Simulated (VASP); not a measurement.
# Zr (Im-3m) in VASP: settings compared, part 2 of 2

VASP 6.6.1. The steps go on from the part before.

**4. Single point, PBE0**

This run uses another cell than the first one, of 22.30 Å³/atom, 0.904 times its volume.

Contents of POSCAR:

```
Zr
1.0
   -1.7730508568      1.7730508568      1.7730508568
    1.7730508568     -1.7730508568      1.7730508568
    1.7730508568      1.7730508568     -1.7730508568
Zr
1
Direct
    0.0000000000      0.0000000000      0.0000000000
```

Contents of INCAR.step1:

```
  ALGO = Normal
  EDIFF = 1E-5
  ENCUT = 400
  GGA = PE
  GGA_COMPAT = False
  ISIF = 2
  ISMEAR = -1
  LASPH = True
  LCHARG = False
  LREAL = False
  LWAVE = True
  NBANDS = 12
  NELM = 120
  PREC = Accurate
  SIGMA = 0.05
```

Contents of INCAR.step2:

```
  AEXX = 0.25
  ALGO = Normal
  EDIFF = 1E-6
  ENCUT = 400
  GGA = PE
  GGA_COMPAT = False
  ISIF = 2
  ISMEAR = -1
  ISTART = 1
  LASPH = True
  LCHARG = False
  LHFCALC = True
  LREAL = False
  LWAVE = False
  NBANDS = 12
  NELM = 120
  PREC = Accurate
  PRECFOCK = Normal
  SIGMA = 0.05
```

Contents of KPOINTS:

```
k-points
0
Gamma
  6 6 6
```

Potentials or basis: VASP PAW PBE potentials, release 64 (Zr_sv).

Run with:

```
cat potpaw_PBE.64/Zr_sv/POTCAR > POTCAR
cp INCAR.step1 INCAR
mpirun -np 1 vasp_std > vasp.out
cp INCAR.step2 INCAR
mpirun -np 1 vasp_std > vasp.out
```

OUTCAR:

```text
AEXX = 0.25
   EDIFF = 1E-6
   ENCUT = 400
   GGA = PE
   ISIF = 2
   ISMEAR = -1
   ISTART = 1
   LASPH = True
   LHFCALC = True
   LREAL = False
   NELM = 120
   PREC = Accurate
   PRECFOCK = Normal

 ion  position               nearest neighbor table
   1  0.000  0.000  0.000-

  LATTYP: Found a body centered cubic cell.
 ALAT       =     3.5461017136

  Lattice vectors:

 A1 = (  -1.7730508568,   1.7730508568,   1.7730508568)
 A2 = (   1.7730508568,  -1.7730508568,   1.7730508568)
 A3 = (   1.7730508568,   1.7730508568,  -1.7730508568)

Analysis of symmetry for initial positions (statically):
=====================================================================
 Subroutine PRICEL returns:
 Original cell was already a primitive cell.

 Routine SETGRP: Setting up the symmetry group for a
 body centered cubic supercell.

 Subroutine GETGRP returns: Found 48 space group operations
 (whereof 48 operations were pure point group operations)
 out of a pool of 48 trial point group operations.

The static configuration has the point symmetry O_h .

Analysis of symmetry for dynamics (positions and initial velocities):
=====================================================================
 Subroutine PRICEL returns:
 Original cell was already a primitive cell.

 Routine SETGRP: Setting up the symmetry group for a
 body centered cubic supercell.

 Subroutine GETGRP returns: Found 48 space group operations
 (whereof 48 operations were pure point group operations)
 out of a pool of 48 trial point group operations.

The dynamic configuration has the point symmetry O_h .

 Subroutine INISYM returns: Found 48 space group operations
 (whereof 48 operations are pure point group operations),
 and found     1 'primitive' translations

----------------------------------------------------------------------------------------

                                     Primitive cell

  volume of cell :      22.2958
[... 111 lines left out ...]
   HFSCREEN=    0.0000 screening length (either q_TF or 0.3 A-1)
   HFSCREENC=   0.0000 screening length for correlation (either q_TF or 0.3 A-1)
   ENCUTFOCK=  -1.0 apply spherical cutoff to Coloumb kernel
   IVDW    =     0    specifies the selected vdW correction
   LEPSILON=     F    determine dielectric tensor
   LRPA    =     F    only Hartree local field effects (RPA)
 non-spin polarized calculation
  energy-cutoff  :      400.00
  volume of cell :       22.30
 maximum number of plane-waves:       418
  NGX = 16; NGY = 16; NGZ = 16

 number of electron      12.0000000 magnetization

 Free energy of the ion-electron system (eV)
  ---------------------------------------------------
  ext. energy  EPLUGINS =         0.00000000
  ---------------------------------------------------
  free energy    TOTEN  =       -10.59036041 eV

  energy without entropy =      -10.58719818  energy(sigma->0) =      -10.58877930

 E-fermi :   9.3343     XC(G=0):  -8.8837

 val. band max:        8.8873305228   @ k =   0.1667   0.1667   0.0000
 cond. band min:       9.3892896331   @ k =   0.3333   0.1667   0.1667
 fundamental gap:      0.5019591103
 Fermi energy:         9.3343217754

 k-point     1 :       0.0000    0.0000    0.0000
  band No.  band energies     occupation
      1     -43.3027      2.00000
      2     -19.2862      2.00000
      3     -19.2862      2.00000
      4     -19.2862      2.00000
      5       2.3600      2.00000
      6      11.2834      0.00000
      7      11.2834      0.00000
      8      11.2834      0.00000
      9      14.0233      0.00000
     10      14.0233      0.00000
     11      22.8660      0.00000
     12      22.8660      0.00000
[... 211 lines left out ...]
 k-point    16 :       0.5000    0.5000    0.5000
  band No.  band energies     occupation
      1     -42.9610      2.00000
      2     -20.1041      2.00000
      3     -20.1041      2.00000
      4     -20.1041      2.00000
      5       5.5133      2.00000
      6       5.5133      2.00000
      7      16.4087      0.00000
      8      16.4087      0.00000
      9      16.4087      0.00000
     10      17.9058      0.00000
     11      17.9058      0.00000
     12      17.9058      0.00000

------------------------ aborting loop because EDIFF is reached ----------------------------------------

  FORCE on cell =-STRESS in cart. coord.  units (eV):
  Direction    XX          YY          ZZ          XY          YZ          ZX
  --------------------------------------------------------------------------------------
  -------------------------------------------------------------------------------------
  Total        0.0756675      0.0756675      0.0756675      0.0000000      0.0000000      0.0000000
  in kB        5.4374672      5.4374672      5.4374672      0.0000000      0.0000000      0.0000000
  external PRESSURE =       5.4374672 kB  Pullay stress =       0.0000000 kB

 VOLUME and BASIS-vectors are now :
 -----------------------------------------------------------------------------
  energy-cutoff  :      400.00
  volume of cell :       22.30
      direct lattice vectors                 reciprocal lattice vectors
    -1.773050857  1.773050857  1.773050857     0.000000000  0.281999807  0.281999807
     1.773050857 -1.773050857  1.773050857     0.281999807  0.000000000  0.281999807
     1.773050857  1.773050857 -1.773050857     0.281999807  0.281999807  0.000000000

 POSITION                                       TOTAL-FORCE (eV/Angst)
 -----------------------------------------------------------------------------------
      0.00000      0.00000      0.00000         0.000000     -0.000000      0.000000
 -----------------------------------------------------------------------------------
    total drift:                               -0.000000      0.000000     -0.000000

  FREE ENERGIE OF THE ION-ELECTRON SYSTEM (eV)
  ---------------------------------------------------
  free  energy   TOTEN  =       -10.5903604146 eV

  energy  without entropy=      -10.5871981776  energy(sigma->0) =      -10.58877930
```

OSZICAR.step1:

```text
N       E                     dE             d eps       ncg     rms          rms(c)
DAV:   1     0.699340311797E+02    0.69934E+02   -0.60935E+03   400   0.822E+02
DAV:   2    -0.648988099152E+01   -0.76424E+02   -0.74299E+02   456   0.244E+02
DAV:   3    -0.869545625752E+01   -0.22056E+01   -0.21815E+01   532   0.344E+01
DAV:   4    -0.874173138584E+01   -0.46275E-01   -0.46268E-01   452   0.522E+00
DAV:   5    -0.874299255508E+01   -0.12612E-02   -0.12612E-02   568   0.632E-01    0.111E+01
DAV:   6    -0.848085641222E+01    0.26214E+00   -0.34974E-01   412   0.547E+00    0.450E+00
DAV:   7    -0.843285731947E+01    0.47999E-01   -0.18075E-01   444   0.377E+00    0.672E-01
DAV:   8    -0.843556176392E+01   -0.27044E-02   -0.10286E-02   456   0.116E+00    0.831E-02
DAV:   9    -0.843558786975E+01   -0.26106E-04   -0.34262E-04   488   0.151E-01    0.256E-02
DAV:  10    -0.843557547137E+01    0.12398E-04   -0.13714E-05   340   0.396E-02    0.681E-03
DAV:  11    -0.843556537052E+01    0.10101E-04   -0.17530E-06   224   0.125E-02    0.275E-03
DAV:  12    -0.843556594928E+01   -0.57876E-06   -0.29556E-07   228   0.351E-03
   1 F= -.84355659E+01 E0= -.84293914E+01  d E =-.123490E-01
```

Wall time 4 min (1 thread of Intel Xeon Platinum 8488C (Sapphire Rapids), shared host); peak memory 0.13 GiB.

What came out:

* Free energy: -10.5904 eV
* Pressure: 0.5 GPa
* Band gap on the k mesh: zero (band 6 reaches 11.28 eV, above the bottom of band 7 at 8.07 eV)

Caveat: the k points lie up to 0.42 Å⁻¹ apart; the PAW data sets were made with another functional, which shifts forces and pressure a little.

**5. The runs side by side**

```csv
level,cell,k mesh,cutoff (eV),grid for exact exchange (PRECFOCK),gap on the mesh (eV),pressure (GPa)
r2SCAN,"a = 3.176 Å, angles 109.5°, 1 atom",10 × 10 × 10,550,-,none,-5.6
r2SCAN,"a = 3.196 Å, angles 109.5°, 1 atom",10 × 10 × 10,550,-,none,-6.9
PBE0,"a = 3.071 Å, angles 109.5°, 1 atom",6 × 6 × 6,400,Normal,none,0.5
```

Alike in all rows: task single point; potentials or basis VASP PAW PBE potentials, release 64 (Zr_sv); no spin polarisation; smearing fermi-dirac 0.05 eV.

Caveats: some runs use coarse meshes; the PAW data sets were made with another functional, which shifts forces and pressure a little.

Absolute energies hang on the potentials; compare differences alone.
